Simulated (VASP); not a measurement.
# Ge (Fd-3m) in VASP: a series of runs

Runs on Ge. Level: LDA. Tasks: single point, relaxation of cell and atoms.

Program: VASP 6.6.1. These are calculated values, not measurements. Logs are shortened: lines on timing, memory, paths and dates and some standing lists are left out, and cuts for length are marked.

**The experiment to reproduce.**

“Electronic and optical properties of SixGe1-x-ySny alloys lattice-matched to Ge”, 2021, arxiv:2109.02782 reports, for a bulk crystal of Ge: band gap 0.807 eV (direct) at 300 K; band gap 0.666 eV (indirect) at 293 K.

The runs below are set against these values where they give the same quantity.

**1. The cell of the first run**

Symmetry: Fd-3m, No. 227, cubic system. The conventional cell has a = 5.621 Å, b = 5.621 Å, c = 5.621 Å, α = 90.00°, β = 90.00°, γ = 90.00°. Ge (site symmetry -43m) has 4 Ge at 2.43 Å within 3.2 Å.

**2. Single point, LDA**

Contents of INCAR:

```
SYSTEM = Ge
PREC = Accurate ; ENCUT = 520
EDIFF = 1E-6 ; ISMEAR = 0
SIGMA = 0.1 ; LREAL = .FALSE.
LASPH = .TRUE. ; NELM = 60
ALGO = Normal ; ISIF = 2
LWAVE = .FALSE. ; LCHARG = .FALSE.
NBANDS = 21
```

Contents of KPOINTS:

```
Automatic mesh
0
G
  14 14 14
  0 0 0
```

Contents of POSCAR:

```
Ge
1.0
    0.0000000000      2.8107124513      2.8107124513
    2.8107124513      0.0000000000      2.8107124513
    2.8107124513      2.8107124513      0.0000000000
Ge
2
Direct
    0.5000000000      0.5000000000      0.5000000000
    0.7500000000      0.7500000000      0.7500000000
```

Potentials or basis: VASP PAW LDA potentials, release 64 (Ge_d).

Started as:

```
> cat potpaw_LDA.64/Ge_d/POTCAR > POTCAR
> mpirun -np 1 vasp_std > vasp.out
```

OUTCAR:

```text
SYSTEM = Ge
   PREC = Accurate
   ENCUT = 520
   EDIFF = 1E-6
   ISMEAR = 0
   LREAL = .FALSE.
   LASPH = .TRUE.
   NELM = 60
   ISIF = 2

 ion  position               nearest neighbor table
   1  0.500  0.500  0.500-   2 2.43   2 2.43   2 2.43   2 2.43
   2  0.750  0.750  0.750-   1 2.43   1 2.43   1 2.43   1 2.43

  LATTYP: Found a face centered cubic cell.
 ALAT       =     5.6214249026

  Lattice vectors:

 A1 = (   0.0000000000,   2.8107124513,   2.8107124513)
 A2 = (   2.8107124513,   0.0000000000,   2.8107124513)
 A3 = (   2.8107124513,   2.8107124513,   0.0000000000)

Analysis of symmetry for initial positions (statically):
=====================================================================
 Subroutine PRICEL returns:
 Original cell was already a primitive cell.

 Routine SETGRP: Setting up the symmetry group for a
 face centered cubic supercell.

 Subroutine GETGRP returns: Found 48 space group operations
 (whereof 24 operations were pure point group operations)
 out of a pool of 48 trial point group operations.

The static configuration has the point symmetry T_d .
 The point group associated with its full space group is O_h .

Analysis of symmetry for dynamics (positions and initial velocities):
=====================================================================
 Subroutine PRICEL returns:
 Original cell was already a primitive cell.

 Routine SETGRP: Setting up the symmetry group for a
 face centered cubic supercell.

 Subroutine GETGRP returns: Found 48 space group operations
 (whereof 24 operations were pure point group operations)
 out of a pool of 48 trial point group operations.

The dynamic configuration has the point symmetry T_d .
 The point group associated with its full space group is O_h .

 Subroutine INISYM returns: Found 48 space group operations
 (whereof 24 operations are pure point group operations),
 and found     1 'primitive' translations

----------------------------------------------------------------------------------------

                                     Primitive cell

  volume of cell :      44.4098

  direct lattice vectors                    reciprocal lattice vectors
     0.000000000  2.810712451  2.810712451    -0.177890840  0.177890840  0.177890840
     2.810712451  0.000000000  2.810712451     0.177890840 -0.177890840  0.177890840
     2.810712451  2.810712451  0.000000000     0.177890840  0.177890840 -0.177890840

  length of vectors
     3.974947669  3.974947669  3.974947669     0.308115974  0.308115974  0.308115974

  position of ions in fractional coordinates (direct lattice)
     0.500000000  0.500000000  0.500000000
     0.750000000  0.750000000  0.750000000

  ion indices of the primitive-cell ions
   primitive index   ion index
                 1           1
                 2           2

----------------------------------------------------------------------------------------

 KPOINTS: Automatic mesh

Automatic generation of k-mesh.
 Grid dimensions read from file:
 generate k-points for:   14   14   14

 Generating k-lattice:

  Cartesian coordinates                     Fractional coordinates (reciprocal lattice)
    -0.012706489  0.012706489  0.012706489     0.071428571  0.000000000  0.000000000
     0.012706489 -0.012706489  0.012706489     0.000000000  0.071428571  0.000000000
     0.012706489  0.012706489 -0.012706489     0.000000000  0.000000000  0.071428571

  Length of vectors
     0.022008284  0.022008284  0.022008284

  Shift w.r.t. Gamma in fractional coordinates (k-lattice)
     0.000000000  0.000000000  0.000000000

 Subroutine IBZKPT returns following result:
 ===========================================

 Found    104 irreducible k-points:

 Following reciprocal coordinates:
            Coordinates               Weight
  0.000000  0.000000  0.000000      1.000000
  0.071429  0.000000  0.000000      8.000000
  0.142857  0.000000  0.000000      8.000000
  0.214286  0.000000  0.000000      8.000000
  0.285714  0.000000  0.000000      8.000000
  0.357143  0.000000  0.000000      8.000000
[... 16 lines left out ...]
  0.214286  0.142857  0.000000     24.000000
  0.285714  0.142857  0.000000     24.000000
 [... further k-points ...]
   k-points           NKPTS =    104   k-points in BZ     NKDIM =    104   number of bands    NBANDS=     21
   number of dos      NEDOS =    301   number of ions     NIONS =      2
   total plane-waves  NPLWV =  27000
   dimension x,y,z NGX =    30 NGY =   30 NGZ =   30
   dimension x,y,z NGXF=    60 NGYF=   60 NGZF=   60
   ions per type =               2
   NGX,Y,Z   is equivalent  to a cutoff of  12.55, 12.55, 12.55 a.u.
   NGXF,Y,Z  is equivalent  to a cutoff of  25.09, 25.09, 25.09 a.u.
 SYSTEM =  Ge
   PREC   = accura    normal or accurate (medium, high low for compatibility)
   ISTART =      0    job   : 0-new  1-cont  2-samecut
   ICHARG =      2    charge: 1-file 2-atom 10-const
   ISPIN  =      1    spin polarized calculation?
   LNONCOLLINEAR =      F non collinear calculations
   LSORBIT =      F    spin-orbit coupling
   LASPH  =      T    aspherical Exc in radial PAW
   ENCUT  =  520.0 eV  38.22 Ry    6.18 a.u.   7.39  7.39  7.39*2*pi/ulx,y,z
   NELM   =     60;   NELMIN=  2; NELMDL= -5     # of ELM steps
   EDIFF  = 0.1E-05   stopping-criterion for ELM
   LREAL  =      F    real-space projection
[... 7 lines left out ...]
   TEBEG  =    0.0;   TEEND  =   0.0 temperature during run
   PSTRESS=    0.0 pullay stress
   NELECT =      28.0000    total number of electrons
   NUPDOWN=      -1.0000    fix difference up-down
   EMIN   =  10.00;   EMAX   =-10.00  energy-range for DOS
   EFERMI =   0.00;   METHOD = LEGACY
   ISMEAR =     0;   SIGMA  =   0.10  broadening in eV -4-tet -1-fermi 0-gaus
   EFERMI_NEDOS =   21; number of points for ismear=-14 and -15
   IALGO  =     38    algorithm
   IMIX   =      4    mixing-type and parameters
     AMIX     =   0.40;   BMIX     =  1.00
     AMIX_MAG =   1.60;   BMIX_MAG =  1.00
  volume/ion in A,a.u.               =      22.20       149.85
  Fermi-wavevector in a.u.,A,eV,Ry     =   1.403787  2.652772 26.811869  1.970617
  Thomas-Fermi vector in A             =   2.526414
   LORBIT       =      0    0 simple, 1 ext, 2 COOP (PROOUT), +10 PAW based schemes
   GGA     = CA    functional components
   LHFCALC =     F    Hartree Fock is set to
   AEXX    =    0.0000 exact exchange contribution
   IVDW    =     0    specifies the selected vdW correction
   LEPSILON=     F    determine dielectric tensor
   LRPA    =     F    only Hartree local field effects (RPA)
 non-spin polarized calculation
 Gauss-broadening in eV      SIGMA  =   0.10
  energy-cutoff  :      520.00
  volume of cell :       44.41
 maximum number of plane-waves:      1243
 NGX is ok and might be reduce to    30
   NGX = 15   NGY = 15   NGZ = 15

 number of electron      28.0000032 magnetization

 Free energy of the ion-electron system (eV)
  ---------------------------------------------------
  ext. energy  EPLUGINS =         0.00000000
  ---------------------------------------------------
  free energy    TOTEN  =       -10.39189096 eV

  energy without entropy =      -10.39171004  energy(sigma->0) =      -10.39180050

 E-fermi :   4.9508     XC(G=0): -10.3800

 val. band max:        4.9470819835   @ k =   0.0000   0.0000   0.0000
 cond. band min:       5.0394508271   @ k =   0.5000   0.0000   0.0000
 fundamental gap:      0.0923688436
 Fermi energy:         4.9507781197

 k-point     1 :       0.0000    0.0000    0.0000
  band No.  band energies     occupation
      1     -20.0544      2.00000
      2     -20.0544      2.00000
      3     -20.0544      2.00000
      4     -20.0162      2.00000
      5     -20.0162      2.00000
      6     -19.7948      2.00000
[... 13 lines left out ...]
     20      14.5169      0.00000
     21      14.5169      0.00000

 k-point     2 :       0.0714    0.0000    0.0000
  band No.  band energies     occupation
      1     -20.0579      2.00000
      2     -20.0579      2.00000
      3     -20.0535      2.00000
      4     -20.0115      2.00000
      5     -20.0115      2.00000
      6     -19.8002      2.00000
[... 13 lines left out ...]
     20      14.0008      0.00000
     21      14.0008      0.00000

 k-point     3 :       0.1429    0.0000    0.0000
  band No.  band energies     occupation
      1     -20.0647      2.00000
      2     -20.0647      2.00000
      3     -20.0510      2.00000
      4     -20.0015      2.00000
      5     -20.0015      2.00000
      6     -19.8093      2.00000
[... 13 lines left out ...]
     20      13.4237      0.00000
     21      13.4237      0.00000

 k-point     4 :       0.2143    0.0000    0.0000
  band No.  band energies     occupation
      1     -20.0710      2.00000
      2     -20.0710      2.00000
      3     -20.0474      2.00000
      4     -19.9908      2.00000
      5     -19.9908      2.00000
      6     -19.8178      2.00000
[... 13 lines left out ...]
     20      13.2077      0.00000
     21      13.2077      0.00000

 k-point     5 :       0.2857    0.0000    0.0000
  band No.  band energies     occupation
      1     -20.0756      2.00000
      2     -20.0756      2.00000
      3     -20.0433      2.00000
      4     -19.9820      2.00000
      5     -19.9820      2.00000
      6     -19.8242      2.00000
[... 13 lines left out ...]
     20      13.4814      0.00000
     21      13.4814      0.00000
[... 382 lines left out ...]
     20      13.2478      0.00000
     21      13.8029      0.00000

 k-point    22 :       0.1429    0.1429    0.0000
  band No.  band energies     occupation
      1     -20.0633      2.00000
      2     -20.0620      2.00000
      3     -20.0620      2.00000
      4     -20.0039      2.00000
      5     -19.9853      2.00000
      6     -19.8380      2.00000
[... 13 lines left out ...]
     20      12.7564      0.00000
     21      14.8674      0.00000

 k-point    23 :       0.2143    0.1429    0.0000
  band No.  band energies     occupation
      1     -20.0718      2.00000
      2     -20.0665      2.00000
      3     -20.0569      2.00000
      4     -19.9959      2.00000
      5     -19.9726      2.00000
      6     -19.8517      2.00000
[... 13 lines left out ...]
     20      13.5460      0.00000
     21      14.7613      0.00000

 k-point    24 :       0.2857    0.1429    0.0000
  band No.  band energies     occupation
      1     -20.0805      2.00000
      2     -20.0717      2.00000
      3     -20.0485      2.00000
      4     -19.9862      2.00000
      5     -19.9614      2.00000
      6     -19.8622      2.00000
[... 13 lines left out ...]
     20      14.1662      0.00000
     21      14.7895      0.00000

 [... further k-points ...]

------------------------ aborting loop because EDIFF is reached ----------------------------------------

  FORCE on cell =-STRESS in cart. coord.  units (eV):
  Direction    XX          YY          ZZ          XY          YZ          ZX
  --------------------------------------------------------------------------------------
  -------------------------------------------------------------------------------------
  Total        0.0705117      0.0705117      0.0705117     -0.0000000      0.0000000     -0.0000000
  in kB        2.5438568      2.5438568      2.5438568     -0.0000000      0.0000000     -0.0000000
  external PRESSURE =       2.5438568 kB  Pullay stress =       0.0000000 kB

 VOLUME and BASIS-vectors are now :
 -----------------------------------------------------------------------------
  energy-cutoff  :      520.00
  volume of cell :       44.41
      direct lattice vectors                 reciprocal lattice vectors
     0.000000000  2.810712451  2.810712451    -0.177890840  0.177890840  0.177890840
     2.810712451  0.000000000  2.810712451     0.177890840 -0.177890840  0.177890840
     2.810712451  2.810712451  0.000000000     0.177890840  0.177890840 -0.177890840

 POSITION                                       TOTAL-FORCE (eV/Angst)
 -----------------------------------------------------------------------------------
      2.81071      2.81071      2.81071         0.000000      0.000000      0.000000
      4.21607      4.21607      4.21607        -0.000000     -0.000000     -0.000000
 -----------------------------------------------------------------------------------
    total drift:                                0.000000     -0.000000     -0.000000

  FREE ENERGIE OF THE ION-ELECTRON SYSTEM (eV)
  ---------------------------------------------------
  free  energy   TOTEN  =       -10.3918909575 eV

  energy  without entropy=      -10.3917100423  energy(sigma->0) =      -10.39180050
```

Run time: 1.9 min. Hardware: 1 thread of Intel Xeon 8259CL, shared host; peak memory 0.2 GiB.

Results:

- Free energy: -10.3919 eV
- Pressure: 0.3 GPa
- Band gap on the k mesh: 0.03 eV

Caveat: the smearing spreads over this small gap.

**3. Single point, LDA**

Contents of INCAR:

```
SYSTEM = Ge
PREC = Accurate ; ENCUT = 520
EDIFF = 1E-6 ; ISMEAR = 0
SIGMA = 0.15 ; LREAL = .False.
LASPH = .True. ; NELM = 80
ALGO = Normal ; ISIF = 2
LWAVE = .False. ; LCHARG = .False.
GGA = CA ; NBANDS = 21
```

Contents of KPOINTS:

```
Automatic mesh
0
Gamma
  14 14 14
  0 0 0
```

POSCAR is that of step 2.

Potentials or basis: VASP PAW LDA potentials, release 64 (Ge_d).

Started as:

```
> cat potpaw_LDA.64/Ge_d/POTCAR > POTCAR
> mpirun -np 1 vasp_std > vasp.out
```

It took 2 min on 1 thread of Intel Xeon 8259CL, shared host; peak memory 0.2 GiB.

Results (log left out):

- Free energy: -10.3920 eV
- Pressure: 0.3 GPa
- Band gap on the k mesh: 0.03 eV

Levels at points of the mesh, in eV from the valence-band top:
| k point | band 11 | band 12 | band 13 | band 14 | band 15 | band 16 | band 17 | band 18 |
| --- | --- | --- | --- | --- | --- | --- | --- | --- |
| (0.00, 0.00, 0.00) | -12.95 | 0.00 | 0.00 | 0.00 | 0.03 | 2.54 | 2.54 | 2.54 |
| (0.50, 0.00, 0.00) | -10.82 | -7.73 | -1.43 | -1.43 | 0.13 | 3.73 | 3.73 | 6.98 |
| (0.50, 0.50, 0.00) | -9.00 | -9.00 | -3.14 | -3.14 | 0.64 | 0.64 | 9.57 | 9.57 |

Caveat: the smearing spreads over this small gap.

**4. Relaxation of cell and atoms, LDA**

This run uses another cell than the first one, of 22.64 Å³/atom.

Contents of INCAR:

```
PREC     = Accurate       # precision mode
ENCUT    = 600            # plane-wave cutoff, eV
EDIFF    = 1E-6           # SCF threshold, eV
ISMEAR   = 0              # smearing method
SIGMA    = 0.1            # smearing width, eV
LREAL    = F              # projectors in reciprocal space
LASPH    = T              # aspherical terms in the spheres
NELM     = 100            # most SCF steps
ALGO     = Normal         # electronic algorithm
ISIF     = 3              # what is computed and relaxed
LWAVE    = F              # write WAVECAR
LCHARG   = F              # write CHGCAR
IBRION   = 2              # ionic algorithm
NSW      = 100            # ionic steps
EDIFFG   = -0.005         # ionic threshold
```

Contents of KPOINTS:

```
Automatic mesh
0
Gamma
  14 14 14
```

Contents of POSCAR:

```
Ge
1.0
    0.0000000000      2.8287700000      2.8287700000
    2.8287700000      0.0000000000      2.8287700000
    2.8287700000      2.8287700000      0.0000000000
Ge
2
Direct
    0.5000000000      0.5000000000      0.5000000000
    0.7500000000      0.7500000000      0.7500000000
```

Started as:

```
> cat potpaw_LDA.64/Ge_d/POTCAR > POTCAR
> mpirun -np 1 vasp_std > vasp.out
```

Run time: 3.1 min. Hardware: 1 thread of Intel Xeon 8259CL, shared host; peak memory 0.22 GiB.

The run converged. Its results:

```yaml
Free_energy: -10.3922 eV
Relaxed_volume: 22.25 Å³/atom
Relaxed_cell: a = 3.977 Å, b = 3.977 Å, c = 3.977 Å, α = 60.00°, β = 60.00°, γ = 60.00°
Space_group_after_relaxing_to_0.1_Å: Fd-3m (No. 227)
Energy_gained_by_relaxing: 1.4 meV/atom
Ionic_steps: 3
Pressure_after_relaxing: 0.0 GPa
Band_gap_on_the_k_mesh: 0.02 eV
```

The path:
```csv
step,energy change (eV),largest force (eV/Å),pressure (GPa),volume (Å³)
1,0.0000,0.0000,-1.12,45.27
2,-0.0024,0.0000,0.29,44.24
3,-0.0027,0.0000,0.00,44.49
```

Final structure:
```xyz
2
Lattice="0.0000 2.8125 2.8125 2.8125 0.0000 2.8125 2.8125 2.8125 0.0000" Properties=species:S:1:pos:R:3 pbc="T T T"
Ge    2.8125    2.8125    2.8125
Ge    4.2187    4.2187    4.2187
```

Levels at points of the mesh, in eV from the valence-band top:
```tsv
k point	band 11	band 12	band 13	band 14	band 15	band 16	band 17	band 18
(0.00, 0.00, 0.00)	-12.94	0.00	0.00	0.00	0.02	2.54	2.54	2.54
(0.50, 0.00, 0.00)	-10.81	-7.72	-1.43	-1.43	0.12	3.73	3.73	6.98
(0.50, 0.50, 0.00)	-8.99	-8.99	-3.14	-3.14	0.64	0.64	9.55	9.55
```

Caveat: the smearing spreads over this small gap. Zero-point motion and thermal expansion aren't in these numbers.

**5. Overview**

| task | cell | cutoff (eV) | smearing | gap on the mesh (eV) | pressure (GPa) |
| --- | --- | --- | --- | --- | --- |
| single point | a = 3.975 Å, angles 60.0°, 2 atoms | 520 | gaussian 0.1 eV | 0.03 | 0.3 |
| single point | a = 3.975 Å, angles 60.0°, 2 atoms | 520 | gaussian 0.15 eV | 0.03 | 0.3 |
| relaxation of cell and atoms | relaxed from a = 4.000 Å, angles 60.0°, 2 atoms | 600 | gaussian 0.1 eV | 0.02 | 0.0 |

Alike in all rows: level LDA; potentials or basis VASP PAW LDA potentials, release 64 (Ge_d); no spin polarisation; k mesh 14 × 14 × 14.

Caveats: the smearing spreads over this small gap.

Total energies depend on the potentials used, so only differences within one code and one set of settings carry meaning.

**6. How close it comes**

Step 2. A measured gap of Ge is 0.807 eV (direct; 300 K; “Electronic and optical properties of SixGe1-x-ySny alloys lattice-matched to Ge”, 2021, arxiv:2109.02782); the calculated 0.03 eV misses it by -0.77 eV. 3 values of this kind are on record (0.666 to 0.807 eV); this one was drawn at random among those near their median. Spin-orbit coupling on Ge is left out. The value is that of LDA on a finite k mesh, which can miss the band edges, without temperature or zero-point motion. Semilocal functionals fall short of measured gaps as a rule.

Step 3. Against the measured gap of Ge, 0.666 eV (indirect; 293 K; “Electronic and optical properties of SixGe1-x-ySny alloys lattice-matched to Ge”, 2021, arxiv:2109.02782), the calculated 0.03 eV is off by -0.63 eV. 3 values of this kind are on record (0.666 to 0.807 eV); this one was drawn at random among those near their median. Spin-orbit coupling on Ge is left out. The value is that of LDA on a finite k mesh, which can miss the band edges, without temperature or zero-point motion. Semilocal functionals fall short of measured gaps as a rule.

The gap in the log of VASP goes by the Fermi energy; the results here count the filled bands.